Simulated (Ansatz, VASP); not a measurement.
## One calculation of Ag, two programs

```
Ag
1.0
     2.59575    0.00000    0.00000
     0.00000    2.59575    0.00000
     0.00000    0.00000    2.59575
Ag
1
Cartesian
  0.0000 0.0000 0.0000
```

Change from the starting cell: volume scaled by 0.84, norm-conserving files.

Alike in both runs: task single point; functional PBE; k mesh 16 × 16 × 16; occupations fermi-dirac, width 0.08 eV; no spin polarisation.

```csv
,VASP,Ansatz
version,VASP 6.6.1,Ansatz 0.2.0
potentials or method,"VASP PAW PBE potentials, release 64 (Ag)","norm-conserving pseudopotentials, scalar-relativistic"
plane-wave cutoff (eV),520,960
valence electrons in the cell,11,19
```

VASP gave:

```
pressure (GPa) : 18.8
```

Question: Which values does Ansatz return?

Answer: Pressure (GPa): 19.2.

With one functional, cell and mesh, what is left measures potentials, basis and numerics. VASP's potentials hold 11 valence electrons a cell and Ansatz's 19, so a difference there can come from the potentials and not from the codes.
